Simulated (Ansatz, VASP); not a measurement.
# One calculation of MnO, two programs

```
Mn O
1.0
     3.36042    0.00000    0.00000
    -1.68021    2.91021    0.00000
     0.00000    0.00000    5.36749
Mn O
2 2
Direct
  0.33333 0.66667 0.01096
  0.66667 0.33333 0.51096
  0.33333 0.66667 0.37547
  0.66667 0.33333 0.87547
```

Change from the starting cell: volume scaled by 0.99, crystal datasets.

Alike in both runs: task electric field gradients; functional PBE; k mesh 14 × 14 × 8; occupations fermi-dirac, width 0.05 eV; collinear spin.

```csv
,VASP,Ansatz
version,VASP 6.6.1,Ansatz 0.2.0
potentials or method,"VASP PAW PBE potentials, release 64 (Mn_pv, O), cutoff 520 eV","all-electron PAW with datasets made for the crystal, scalar-relativistic"
```

```tsv
	VASP	Ansatz	Ansatz less VASP
pressure (GPa)	8.0	7.5	-0.46
traceless stress, the component that is largest in VASP (GPa)	5.87	5.65	-0.228
rms of the force components (eV/Å)	0.397	0.380	-0.0172
net moment per atom (μB)	2.50	2.50	0.000
size of the moment on the site where the two differ most (μB)	4.41	3.84	-0.569
size of Vzz on the site where it differs most (V/Å²)	26.5	27.3	+0.85
```

Site moments also hang on the region over which each program counts them. Atom by atom the forces differ by 0.017 eV/Å (rms over components). Ansatz ran all-electron here, and VASP with PAW potentials. Ansatz's warnings: frozen core search ended.
